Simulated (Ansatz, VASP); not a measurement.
Sb: VASP beside Ansatz

Contents of INCAR:

```
PREC = Accurate
ENCUT = 520
EDIFF = 1E-7
ISMEAR = -1
SIGMA = 0.1
LREAL = F
LASPH = T
NELM = 100
ALGO = Normal
ISIF = 2
LWAVE = F
LCHARG = T
GGA = PS
LELF = T
LVHAR = T
NBANDS = 14
```

KPOINTS

```
regular mesh
0
Gamma
  8 8 11
```

The input POSCAR:

```
Sb
1.0
    5.2735034175      0.0000000000      0.0000000000
   -2.6367517087      4.5669879265      0.0000000000
    0.0000000000      0.0000000000      3.1475096223
Sb
3
Direct
    1.0000000000      0.0000000000      0.0000000000
    0.3333333333      0.6666666667      0.5000000000
    0.6666666667      0.3333333333      0.5000000000
```

Input for Ansatz:

```yaml
crystal:
  lattice:
    - [5.2735034175, 0.0, 0.0]
    - [-2.6367517087, 4.5669879265, 0.0]
    - [0.0, 0.0, 3.1475096223]
  atoms:
    - { symbol: Sb, position: [1.0, 0.0, 0.0] }
    - { symbol: Sb, position: [0.3333333333, 0.6666666667, 0.5] }
    - { symbol: Sb, position: [0.6666666667, 0.3333333333, 0.5] }
hamiltonian:
  xc: pbesol
  pseudopotentials:
    kind: paw
    azcp:
      Sb: "pseudopotentials/Sb.paw.azcp"
basis:
  ecutwfc: 420
  fft_grid_basis: typed
kpoints:
  mp_grid: { grid: [8, 8, 11], shift: [0, 0, 0] }
magnetization:
  spin_polarized: false
scf:
  occupations: { method: fermi_dirac, width: 0.1 }
  lower_state_search: "off"
output:
  stress: true
```

Alike in both runs: task single point; functional PBEsol; k mesh 8 × 8 × 11; occupations fermi-dirac, width 0.1 eV; no spin polarisation.

|  | VASP | Ansatz |
| --- | --- | --- |
| version | VASP 6.6.1 | Ansatz 0.2.0 |
| potentials or method | VASP PAW PBE potentials, release 64 (Sb), cutoff 520 eV | plane waves (420 eV) with PAW, scalar-relativistic |
| valence electrons in the cell | 15 | 45 |

|  | VASP | Ansatz | Ansatz less VASP |
| --- | --- | --- | --- |
| pressure (GPa) | 2.9 | 2.8 | -0.05 |
| traceless stress, the component that is largest in VASP (GPa) | -1.75 | -1.74 | +0.006 |

VASP's potentials were made for PBE, not for PBEsol, and Ansatz warns of the same on its side. VASP's potentials hold 15 valence electrons a cell and Ansatz's 45, so a difference there can come from the potentials and not from the codes.

Neither program's run includes spin-orbit coupling.
